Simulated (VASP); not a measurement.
# SnO in VASP: single point with PBE+D3(BJ)

Aim: the single point of SnO with PBE+D3(BJ).

All numbers are computed with VASP 6.6.1; they aren't measurements. Logs are shortened: lines on timing, memory, paths and dates and some standing lists are left out, and cuts for length are marked.

### Step 1. The cell of the first run

The cell holds a slab with vacuum, 8 atoms: a = 3.820 Å, b = 3.820 Å, c = 22.226 Å, α = 90.00°, β = 90.00°, γ = 90.00°.

### Step 2. Single point, PBE+D3(BJ)

INCAR reads:

```
  ALGO = Normal
  DIPOL = 0.5 0.5 0.399
  EDIFF = 1E-7
  ENCUT = 520
  GGA = PE
  IDIPOL = 3
  ISIF = 2
  ISMEAR = 0
  IVDW = 12
  LASPH = True
  LCHARG = True
  LDIPOL = True
  LELF = True
  LREAL = False
  LVACPOTAV = True
  LVHAR = True
  LWAVE = False
  NBANDS = 50
  NELM = 60
  PREC = Accurate
  SIGMA = 0.05
```

KPOINTS reads:

```
k-points
0
Gamma
  7 7 1
```

POSCAR reads:

```
SnO
1.0
    3.8201526697      0.0002954396      0.0000000000
   -0.0003145245      3.8201526682      0.0000000000
    0.0000000000      0.0000000000     22.2260755522
Sn O
4 4
Direct
    0.9999453086      0.9999453086      0.2024648926
    0.4999453086      0.4999453086      0.3087831570
    0.6249453086      0.7499453086      0.4887519504
    1.1249453086      1.2499453086      0.5950702148
    0.9999461247      0.4999461247      0.2556240248
    0.4999461247      0.9999461247      0.2556240248
    0.6249444925      1.2499444925      0.5419110826
    1.1249444925      0.7499444925      0.5419110826
```

Potentials or basis: VASP PAW PBE potentials, release 64 (Sn_d, O).

Command:

```sh
$ cat potpaw_PBE.64/Sn_d/POTCAR potpaw_PBE.64/O/POTCAR > POTCAR
$ mpirun -np 1 vasp_std > vasp.out
```

OUTCAR:

```text
EDIFF = 1E-7
   ENCUT = 520
   GGA = PE
   ISIF = 2
   ISMEAR = 0
   IVDW = 12
   LASPH = True
   LREAL = False
   NELM = 60
   PREC = Accurate
 IVDW          = 12

 ion  position               nearest neighbor table
   1  1.000  1.000  0.202-   6 2.25   5 2.25   6 2.25   5 2.25   2 3.59   2 3.59   2 3.59   2 3.59

   2  0.500  0.500  0.309-   5 2.25   6 2.25   5 2.25   6 2.25   1 3.59   1 3.59   1 3.59   1 3.59

   3  0.625  0.750  0.489-   8 2.25   7 2.25   8 2.25   7 2.25   4 3.59   4 3.59   4 3.59   4 3.59

   4  0.125  0.250  0.595-   7 2.25   8 2.25   7 2.25   8 2.25   3 3.59   3 3.59   3 3.59   3 3.59

   5  1.000  0.500  0.256-   2 2.25   1 2.25   2 2.25   1 2.25
   6  0.500  1.000  0.256-   1 2.25   2 2.25   1 2.25   2 2.25
   7  0.625  0.250  0.542-   4 2.25   3 2.25   4 2.25   3 2.25
   8  0.125  0.750  0.542-   3 2.25   4 2.25   3 2.25   4 2.25

  LATTYP: Found a simple tetragonal cell.
 ALAT       =     3.8201526811
 C/A-ratio  =     5.8181118420

  Lattice vectors:

 A1 = (   3.8201526697,   0.0002954396,   0.0000000000)
 A2 = (  -0.0003145245,   3.8201526682,   0.0000000000)
 A3 = (   0.0000000000,   0.0000000000,  22.2260755522)

Analysis of symmetry for initial positions (statically):
=====================================================================
 Subroutine PRICEL returns:
 Original cell was already a primitive cell.

 Routine SETGRP: Setting up the symmetry group for a
 simple tetragonal supercell.

 Subroutine GETGRP returns: Found  2 space group operations
 (whereof  1 operations were pure point group operations)
 out of a pool of 16 trial point group operations.

The static configuration has the point symmetry C_1 .
 The point group associated with its full space group is S_2 .

Analysis of symmetry for dynamics (positions and initial velocities):
=====================================================================
 Subroutine PRICEL returns:
 Original cell was already a primitive cell.

 Routine SETGRP: Setting up the symmetry group for a
 simple tetragonal supercell.

 Subroutine GETGRP returns: Found  2 space group operations
 (whereof  1 operations were pure point group operations)
 out of a pool of 16 trial point group operations.

The dynamic configuration has the point symmetry C_1 .
 The point group associated with its full space group is S_2 .

 Subroutine INISYM returns: Found  2 space group operations
 (whereof  1 operations are pure point group operations),
 and found     1 'primitive' translations

----------------------------------------------------------------------------------------

                                     Primitive cell

  volume of cell :     324.3577

  direct lattice vectors                    reciprocal lattice vectors
     3.820152670  0.000295440  0.000000000     0.261769641  0.000021552  0.000000000
    -0.000314525  3.820152668  0.000000000    -0.000020245  0.261769641  0.000000000
     0.000000000  0.000000000 22.226075552     0.000000000  0.000000000  0.044992198

  length of vectors
     3.820152681  3.820152681 22.226075552     0.261769642  0.261769642  0.044992198

  position of ions in fractional coordinates (direct lattice)
     0.999945309  0.999945309  0.202464893
     0.499945309  0.499945309  0.308783157
     0.624945309  0.749945309  0.488751950
     0.124945309  0.249945309  0.595070215
     0.999946125  0.499946125  0.255624025
     0.499946125  0.999946125  0.255624025
     0.624944492  0.249944492  0.541911083
     0.124944492  0.749944492  0.541911083

  ion indices of the primitive-cell ions
   primitive index   ion index
                 1           1
                 2           2
                 3           3
                 4           4
                 5           5
                 6           6
                 7           7
                 8           8

----------------------------------------------------------------------------------------

 KPOINTS: k-points

Automatic generation of k-mesh.
 Grid dimensions read from file:
 generate k-points for:    7    7    1

 Generating k-lattice:

  Cartesian coordinates                     Fractional coordinates (reciprocal lattice)
     0.037395663  0.000003079  0.000000000     0.142857143  0.000000000  0.000000000
    -0.000002892  0.037395663  0.000000000     0.000000000  0.142857143  0.000000000
     0.000000000  0.000000000  0.044992198     0.000000000  0.000000000  1.000000000

  Length of vectors
     0.037395663  0.037395663  0.044992198

  Shift w.r.t. Gamma in fractional coordinates (k-lattice)
     0.000000000  0.000000000  0.000000000

 Subroutine IBZKPT returns following result:
 ===========================================

 Found     25 irreducible k-points:

 Following reciprocal coordinates:
            Coordinates               Weight
  0.000000  0.000000  0.000000      1.000000
  0.142857 -0.000000  0.000000      2.000000
  0.000000  0.142857  0.000000      2.000000
  0.285714  0.000000  0.000000      2.000000
 -0.000000  0.285714  0.000000      2.000000
  0.428571 -0.000000  0.000000      2.000000
[... 16 lines left out ...]
  0.285714  0.428571  0.000000      2.000000
  0.428571  0.428571  0.000000      2.000000
   k-points           NKPTS =     25   k-points in BZ     NKDIM =     25   number of bands    NBANDS=     50
   number of dos      NEDOS =    301   number of ions     NIONS =      8
   total plane-waves  NPLWV = 131712
   dimension x,y,z NGX =    28 NGY =   28 NGZ =  168
   dimension x,y,z NGXF=    56 NGYF=   56 NGZF=  336
   ions per type =               4   4
   NGX,Y,Z   is equivalent  to a cutoff of  12.19, 12.19, 12.57 a.u.
   NGXF,Y,Z  is equivalent  to a cutoff of  24.37, 24.37, 25.13 a.u.
 SYSTEM =  unknown system
   PREC   = accura    normal or accurate (medium, high low for compatibility)
   ISTART =      0    job   : 0-new  1-cont  2-samecut
   ICHARG =      2    charge: 1-file 2-atom 10-const
   ISPIN  =      1    spin polarized calculation?
   LNONCOLLINEAR =      F non collinear calculations
   LSORBIT =      F    spin-orbit coupling
   LASPH  =      T    aspherical Exc in radial PAW
   ENCUT  =  520.0 eV  38.22 Ry    6.18 a.u.   7.10  7.10 41.33*2*pi/ulx,y,z
   NELM   =     60;   NELMIN=  2; NELMDL= -5     # of ELM steps
   EDIFF  = 0.1E-06   stopping-criterion for ELM
   LREAL  =      F    real-space projection
   EDIFFG = 0.1E-05   stopping-criterion for IOM
   NSW    =      0    number of steps for IOM
   IBRION =     -1    ionic relax: 0-MD 1-quasi-New 2-CG
   NFREE  =      0    steps in history (QN), initial steepest desc. (CG)
   ISIF   =      2    stress and relaxation
   ISYM   =      2    0-nonsym 1-usesym 2-fastsym
   POTIM  = 0.5000    time-step for ionic-motion
   TEBEG  =    0.0;   TEEND  =   0.0 temperature during run
   PSTRESS=    0.0 pullay stress
   NELECT =      80.0000    total number of electrons
   NUPDOWN=      -1.0000    fix difference up-down
   EMIN   =  10.00;   EMAX   =-10.00  energy-range for DOS
   EFERMI =   0.00;   METHOD = LEGACY
   ISMEAR =     0;   SIGMA  =   0.05  broadening in eV -4-tet -1-fermi 0-gaus
   EFERMI_NEDOS =   21; number of points for ismear=-14 and -15
   IALGO  =     38    algorithm
   IMIX   =      4    mixing-type and parameters
     AMIX     =   0.40;   BMIX     =  1.00
     AMIX_MAG =   1.60;   BMIX_MAG =  1.00
  volume/ion in A,a.u.               =      40.54       273.61
  Fermi-wavevector in a.u.,A,eV,Ry     =   1.026668  1.940121 14.341186  1.054047
  Thomas-Fermi vector in A             =   2.160573
   LORBIT       =      0    0 simple, 1 ext, 2 COOP (PROOUT), +10 PAW based schemes
   GGA     = PE    functional components
   LHFCALC =     F    Hartree Fock is set to
   AEXX    =    0.0000 exact exchange contribution
   IVDW    =    12    specifies the selected vdW correction
   LEPSILON=     F    determine dielectric tensor
   LRPA    =     F    only Hartree local field effects (RPA)
 non-spin polarized calculation
 Gauss-broadening in eV      SIGMA  =   0.05
  energy-cutoff  :      520.00
  volume of cell :      324.36
 maximum number of plane-waves:      8769
   NGX = 15   NGY = 15   NGZ = 83

 dipolmoment           0.000000      0.000000     -0.000000 electrons x Angstroem

 number of electron      79.9999971 magnetization

 dipolmoment           0.000000      0.000000      0.000000 electrons x Angstroem

 Free energy of the ion-electron system (eV)
  ---------------------------------------------------
  ext. energy  EPLUGINS =         0.00000000
  ---------------------------------------------------
  free energy    TOTEN  =       -45.13383212 eV

  energy without entropy =      -45.13383212  energy(sigma->0) =      -45.13383212

 E-fermi :   0.1761     XC(G=0):  -5.2915

 val. band max:       -0.1316789596   @ k =  -0.1429   0.1429   0.0000
 cond. band min:       2.1995177821   @ k =   0.4286  -0.0000   0.0000
 fundamental gap:      2.3311967417
 Fermi energy:         0.1761069975

 k-point     1 :       0.0000    0.0000    0.0000
  band No.  band energies     occupation
      1     -21.0470      2.00000
      2     -21.0470      2.00000
      3     -20.6865      2.00000
      4     -20.6865      2.00000
      5     -20.6497      2.00000
      6     -20.6492      2.00000
[... 42 lines left out ...]
     49       5.1900      0.00000
     50       5.2191      0.00000

 k-point     2 :       0.1429   -0.0000    0.0000
  band No.  band energies     occupation
      1     -21.0381      2.00000
      2     -21.0380      2.00000
      3     -20.6872      2.00000
      4     -20.6871      2.00000
      5     -20.6509      2.00000
      6     -20.6508      2.00000
[... 1158 lines left out ...]
 k-point    24 :       0.4286    0.4286    0.0000
  band No.  band energies     occupation
      1     -20.9886      2.00000
      2     -20.9878      2.00000
      3     -20.9742      2.00000
      4     -20.9741      2.00000
      5     -20.6535      2.00000
      6     -20.6532      2.00000
[... 42 lines left out ...]
     49       5.9578      0.00000
     50       6.3215      0.00000

 [... further k-points ...]

------------------------ aborting loop because EDIFF is reached ----------------------------------------

 Edisp (eV)   -1.25467

 E8    (eV) :    -0.5547

  FORCE on cell =-STRESS in cart. coord.  units (eV):
  Direction    XX          YY          ZZ          XY          YZ          ZX
  --------------------------------------------------------------------------------------
  -------------------------------------------------------------------------------------
  Total       0.25559     0.30812     0.30397     0.03252     0.37967     0.22269
  in kB       1.26250     1.52199     1.50146     0.16065     1.87541     1.10000
  external pressure =        1.43 kB  Pullay stress =        0.00 kB

 VOLUME and BASIS-vectors are now :
 -----------------------------------------------------------------------------
  energy-cutoff  :      520.00
  volume of cell :      324.36
      direct lattice vectors                 reciprocal lattice vectors
     3.820152670  0.000295440  0.000000000     0.261769641  0.000021552  0.000000000
    -0.000314525  3.820152668  0.000000000    -0.000020245  0.261769641  0.000000000
     0.000000000  0.000000000 22.226075552     0.000000000  0.000000000  0.044992198

 POSITION                                       TOTAL-FORCE (eV/Angst)
 -----------------------------------------------------------------------------------
      3.81963      3.82024      4.50000        -0.004192     -0.007132     -0.080382
      1.90971      1.91002      6.86304        -0.023800     -0.044241      0.050507
      2.38715      2.86509     10.86304         0.023800      0.044241     -0.050507
      0.47723      0.95487     13.22608         0.004192      0.007132      0.080382
      3.81979      1.91017      5.68152        -0.022749      0.014322      0.003505
      1.90956      3.82009      5.68152         0.008542     -0.036367      0.002697
      2.38730      0.95501     12.04456        -0.008542      0.036367     -0.002697
      0.47707      2.86494     12.04456         0.022749     -0.014322     -0.003505
 -----------------------------------------------------------------------------------
    total drift:                               -0.000003     -0.000003      0.000000

  FREE ENERGIE OF THE ION-ELECTRON SYSTEM (eV)
  ---------------------------------------------------
  free  energy   TOTEN  =       -46.3885023126 eV

  energy  without entropy=      -46.3885023126  energy(sigma->0) =      -46.38850231

 vacuum level on the upper side and lower side of the slab         4.938         4.938
```

Wall time 12 min (1 thread of Intel Xeon 6975P-C, shared host); peak memory 0.53 GiB.

What came out:

```yaml
Free_energy: -46.3885 eV
Largest_force: 0.081 eV/Å
Band_gap_on_the_k_mesh: 2.33 eV, indirect (least direct gap 2.51 eV)
Dispersion_energy_per_atom: -0.157 eV
```

Forces on the atoms (eV/Å):
```
Sn  -0.004 -0.007 -0.080
Sn  -0.024 -0.044  0.051
Sn   0.024  0.044 -0.051
Sn   0.004  0.007  0.080
O   -0.023  0.014  0.004
O    0.009 -0.036  0.003
O   -0.009  0.036 -0.003
O    0.023 -0.014 -0.004
```

Caveat: spin-orbit coupling is left out, which moves the levels of the heavy elements.
